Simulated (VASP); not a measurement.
Runs of VASP 6.6.1 on Cu. The structure is that of space group Fm-3m (No. 225), or close to it. The cells are those of the table. 

```csv
cell,gap on the mesh (eV),pressure (GPa)
"a = 2.557, b = 2.557, c = 2.492 Å, angles 60.8, 60.8, 58.3°, 1 atom",none,6.6
"a = 2.588, b = 2.588, c = 2.620 Å, angles 59.6, 59.6, 60.8°, 1 atom",none,-4.1
"a = 2.588, b = 2.588, c = 2.556 Å, angles 60.4, 60.4, 59.2°, 1 atom",none,-1.2
"a = 2.590, b = 2.590, c = 2.492 Å, angles 61.2, 61.2, 57.5°, 1 atom",none,(a)
"a = 2.621, b = 2.621, c = 2.556 Å, angles 60.8, 60.8, 58.4°, 1 atom",none,(b)
```

Alike in all rows: task single point; level PBE; potentials or basis VASP PAW PBE potentials, release 64 (Cu); no spin polarisation; k mesh 22 × 22 × 22; cutoff (eV) 520; smearing gaussian 0.15 eV.

**Question.** Estimate the missing entries.

**Answer.** (a) 2.8; (b) -4.0.

Caveats: the cell stands under tension (at least some runs); the cell stands under pressure (at least some runs).

A gap of «none» marks levels without a gap at the run's occupations.
